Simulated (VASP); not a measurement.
# Be3CdF (P4/mmm) in VASP: single point with PBE

Aim: the single point of Be3CdF with PBE.

All numbers are computed with VASP 6.6.1; they aren't measurements. Logs are shortened: lines on timing, memory, paths and dates and some standing lists are left out, and cuts for length are marked.

## Step 1: The cell of the first run

The structure is tetragonal, space group P4/mmm (No. 123). The conventional cell has a = 3.677 Å, b = 3.677 Å, c = 5.124 Å, α = 90.00°, β = 90.00°, γ = 90.00°. Be (site symmetry 4mm) has 1 F at 1.58 Å and 1 Be at 1.96 Å within 2.1 Å. Be (site symmetry 4/mmm) has 2 Cd at 2.56 Å and 8 Be at 2.78 Å within 3.4 Å. Within 3.4 Å of Cd (site symmetry 4/mmm) lie 10 Be at 2.56 to 3.04 Å and 4 F at 2.60 Å. Within 2.1 Å of F (site symmetry 4/mmm) lie 2 Be at 1.58 Å.

## Step 2: Single point, PBE

Contents of POSCAR:

```
Be3CdF
1.0
    3.6773870460      0.0000000000      0.0000000000
    0.0000000000      3.6773870460      0.0000000000
    0.0000000000      0.0000000000      5.1240228223
Be Cd F
3 1 1
Direct
    0.5000000000      0.5000000000      0.8083014739
    0.5000000000      0.5000000000      0.1916985261
    0.0000000000      0.0000000000      0.0000000000
    0.0000000000      0.0000000000      0.5000000000
    0.5000000000      0.5000000000      0.5000000000
```

Contents of INCAR.step1:

```
PREC = Accurate
ENCUT = 520
EDIFF = 1E-6
ISMEAR = 0
SIGMA = 0.1
LREAL = F
LASPH = T
NELM = 80
ALGO = Normal
ISIF = 2
LWAVE = F
LCHARG = T
GGA = PE
NBANDS = 20
```

Contents of KPOINTS.step1:

```
Automatic mesh
0
Gamma
  10 10 8
```

Contents of INCAR.step2:

```
PREC = Accurate
ENCUT = 520
EDIFF = 1E-6
ISMEAR = -5
SIGMA = 0.1
LREAL = F
LASPH = T
NELM = 80
ALGO = Normal
ISIF = 2
LWAVE = F
LCHARG = F
GGA = PE
LORBIT = 11
NEDOS = 1001
ICHARG = 11
```

Contents of KPOINTS.step2:

```
Automatic mesh
0
Gamma
  15 15 12
```

Potentials or basis: VASP PAW PBE potentials, release 64 (Be, Cd, F).

On the command line:

```
$ cat potpaw_PBE.64/Be/POTCAR potpaw_PBE.64/Cd/POTCAR potpaw_PBE.64/F/POTCAR > POTCAR
$ cp INCAR.step1 INCAR
$ cp KPOINTS.step1 KPOINTS
$ mpirun -np 1 vasp_std > vasp.out
$ cp INCAR.step2 INCAR
$ cp KPOINTS.step2 KPOINTS
$ mpirun -np 1 vasp_std > vasp.out
```

OUTCAR:

```text
PREC = Accurate
   ENCUT = 520
   EDIFF = 1E-6
   ISMEAR = -5
   LREAL = F
   LASPH = T
   NELM = 80
   ISIF = 2
   GGA = PE
   LORBIT = 11
   ICHARG = 11

 ion  position               nearest neighbor table
   1  0.500  0.500  0.808-   5 1.58   2 1.96   4 3.04   4 3.04   4 3.04   4 3.04
   2  0.500  0.500  0.192-   5 1.58   1 1.96   4 3.04   4 3.04   4 3.04   4 3.04
   3  0.000  0.000  0.000-   4 2.56   4 2.56
   4  0.000  0.000  0.500-   3 2.56   3 2.56   5 2.60   5 2.60   5 2.60   5 2.60   2 3.04   2 3.04
                             1 3.04   2 3.04   1 3.04   1 3.04   2 3.04   1 3.04
   5  0.500  0.500  0.500-   1 1.58   2 1.58   4 2.60   4 2.60   4 2.60   4 2.60

  LATTYP: Found a simple tetragonal cell.
 ALAT       =     3.6773870460
 C/A-ratio  =     1.3933868690

  Lattice vectors:

 A1 = (   3.6773870460,   0.0000000000,   0.0000000000)
 A2 = (   0.0000000000,   3.6773870460,   0.0000000000)
 A3 = (   0.0000000000,   0.0000000000,   5.1240228223)

Analysis of symmetry for initial positions (statically):
=====================================================================
 Subroutine PRICEL returns:
 Original cell was already a primitive cell.

 Routine SETGRP: Setting up the symmetry group for a
 simple tetragonal supercell.

 Subroutine GETGRP returns: Found 16 space group operations
 (whereof 16 operations were pure point group operations)
 out of a pool of 16 trial point group operations.

The static configuration has the point symmetry D_4h.

Analysis of symmetry for dynamics (positions and initial velocities):
=====================================================================
 Subroutine PRICEL returns:
 Original cell was already a primitive cell.

 Routine SETGRP: Setting up the symmetry group for a
 simple tetragonal supercell.

 Subroutine GETGRP returns: Found 16 space group operations
 (whereof 16 operations were pure point group operations)
 out of a pool of 16 trial point group operations.

The dynamic configuration has the point symmetry D_4h.

 Subroutine INISYM returns: Found 16 space group operations
 (whereof 16 operations are pure point group operations),
 and found     1 'primitive' translations

----------------------------------------------------------------------------------------

                                     Primitive cell

  volume of cell :      69.2931

[... 109 lines left out ...]
   EMIN   =  10.00;   EMAX   =-10.00  energy-range for DOS
   EFERMI =   0.00;   METHOD = LEGACY
   ISMEAR =    -5;   SIGMA  =   0.10  broadening in eV -4-tet -1-fermi 0-gaus
   EFERMI_NEDOS =   21; number of points for ismear=-14 and -15
   IALGO  =     38    algorithm
   IMIX   =      4    mixing-type and parameters
     AMIX     =   0.40;   BMIX     =  1.00
     AMIX_MAG =   1.60;   BMIX_MAG =  1.00
  volume/ion in A,a.u.               =      13.86        93.52
  Fermi-wavevector in a.u.,A,eV,Ry     =   1.165444  2.202371 18.480260  1.358261
  Thomas-Fermi vector in A             =   2.301970
   LORBIT       =     11    0 simple, 1 ext, 2 COOP (PROOUT), +10 PAW based schemes
   GGA     = PE    functional components
   LHFCALC =     F    Hartree Fock is set to
   AEXX    =    0.0000 exact exchange contribution
   IVDW    =     0    specifies the selected vdW correction
   LEPSILON=     F    determine dielectric tensor
   LRPA    =     F    only Hartree local field effects (RPA)
 non-spin polarized calculation
 Fermi weights with tetrahedron method with Bloechl corrections
  energy-cutoff  :      520.00
  volume of cell :       69.29
 maximum number of plane-waves:      1894
 NGX is ok and might be reduce to    28

 number of electron      25.0000003 magnetization

 Free energy of the ion-electron system (eV)
  ---------------------------------------------------
  ext. energy  EPLUGINS =         0.00000000
  ---------------------------------------------------
  free energy    TOTEN  =       -14.18109029 eV

  energy without entropy =      -14.18109029  energy(sigma->0) =      -14.18109029

 E-fermi :   3.5991     XC(G=0):  -9.7601

 val. band max:        3.6031427790   @ k =   0.4667   0.2000   0.4167
 cond. band min:       3.5462698006   @ k =   0.4000   0.4000   0.0000
 fundamental gap:     -0.0568729784
 Fermi energy:         3.5990583332

 k-point     1 :       0.0000    0.0000    0.0000
  band No.  band energies     occupation
      1     -24.2752      2.00000
      2      -7.5399      2.00000
      3      -5.7172      2.00000
      4      -5.5958      2.00000
      5      -5.4275      2.00000
      6      -5.3437      2.00000
[... 433 lines left out ...]
      3      -6.5252      2.00000
      4      -6.0720      2.00000
      5      -5.4694      2.00000
      6      -5.4027      2.00000
[... 8 lines left out ...]
     15       5.9582      0.00000
     16       7.0466      0.00000

 [... further k-points ...]

------------------------ aborting loop because EDIFF is reached ----------------------------------------

  FORCE on cell =-STRESS in cart. coord.  units (eV):
  Direction    XX          YY          ZZ          XY          YZ          ZX
  --------------------------------------------------------------------------------------
  -------------------------------------------------------------------------------------
  Total        0.0335173      0.0335173      0.0196688      0.0000000      0.0000000     -0.0000000
  in kB        0.7749786      0.7749786      0.4547766      0.0000000      0.0000000     -0.0000000
  external PRESSURE =       0.6682446 kB  Pullay stress =       0.0000000 kB

 VOLUME and BASIS-vectors are now :
 -----------------------------------------------------------------------------
  energy-cutoff  :      520.00
  volume of cell :       69.29
      direct lattice vectors                 reciprocal lattice vectors
     3.677387046  0.000000000  0.000000000     0.271932214  0.000000000  0.000000000
     0.000000000  3.677387046  0.000000000     0.000000000  0.271932214  0.000000000
     0.000000000  0.000000000  5.124022822     0.000000000  0.000000000  0.195159162

 POSITION                                       TOTAL-FORCE (eV/Angst)
 -----------------------------------------------------------------------------------
      1.83869      1.83869      4.14176         0.000000      0.000000      0.021142
      1.83869      1.83869      0.98227         0.000000     -0.000000     -0.021142
      0.00000      0.00000      0.00000         0.000000      0.000000      0.000000
      0.00000      0.00000      2.56201         0.000000      0.000000      0.000000
      1.83869      1.83869      2.56201         0.000000      0.000000      0.000000
 -----------------------------------------------------------------------------------
    total drift:                               -0.000000      0.000000      0.000000

  FREE ENERGIE OF THE ION-ELECTRON SYSTEM (eV)
  ---------------------------------------------------
  free  energy   TOTEN  =       -14.1810902924 eV

  energy  without entropy=      -14.1810902924  energy(sigma->0) =      -14.18109029

 total charge

# of ion       s       p       d       tot
------------------------------------------
    1        0.414   0.517   0.000   0.931
    2        0.414   0.517   0.000   0.931
    3        0.363   0.423   0.000   0.786
    4        0.610   0.253   9.500  10.364
    5        1.750   4.427   0.000   6.176
--------------------------------------------------
tot          3.551   6.137   9.500  19.189
```

Wall time 2.8 min (1 thread of Intel Xeon Platinum 8488C (Sapphire Rapids), shared host); peak memory 0.4 GiB.

What came out:

| Item | Value |
| --- | --- |
| Valence electrons inside the program's atomic spheres | Be 0.93, 0.79 (each value once); Cd 10.36; F 6.18 |

Levels at points of the mesh, in eV from the Fermi level:
```csv
k point,band 9,band 10,band 11,band 12,band 13,band 14,band 15,band 16
"(0.00, 0.00, 0.00)",-8.83,-7.32,-1.92,-1.82,1.06,1.06,4.51,5.34
"(0.00, 0.00, 0.50)",-8.81,-6.42,-5.38,1.09,1.09,1.97,5.01,5.01
```
